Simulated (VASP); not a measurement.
Runs of VASP 6.6.1 on SiC. The structure is that of space group P6_3mc (No. 186), or close to it. The cells are those of the table. 

| task | cell | gap on the mesh (eV) | pressure (GPa) | largest force (eV/Å) |
| --- | --- | --- | --- | --- |
| single point | a = 3.076, b = 3.076, c = 5.149 Å, angles 90.0, 90.0, 120.0°, 4 atoms | 2.40 | -0.1 | 0.83 |
| single point | a = 3.076, b = 3.076, c = 4.998 Å, angles 90.0, 90.0, 120.0°, 4 atoms | 2.29 | (a) | 0.68 |
| electric field gradients | a = 3.076, b = 3.076, c = 5.149 Å, angles 90.0, 90.0, 120.0°, 4 atoms | 2.40 | -0.1 | 0.83 |
| single point | a = 3.076, b = 3.076, c = 4.897 Å, angles 90.0, 90.0, 120.0°, 4 atoms | 2.22 | 10.4 | 0.47 |

Alike in all rows: level PBE; potentials or basis VASP PAW PBE potentials, release 64 (Si, C); no spin polarisation; k mesh 15 × 15 × 8; cutoff (eV) 520; smearing fermi-dirac 0.08 eV.

Estimate the missing entries.

(a) 5.7.

Caveats: the stress differs along the axes, from -9 to 4 GPa (at least some runs); the cell stands under pressure (at least some runs); the stress differs along the axes, from 7 to 18 GPa (at least some runs).

A k mesh can miss the band edges.
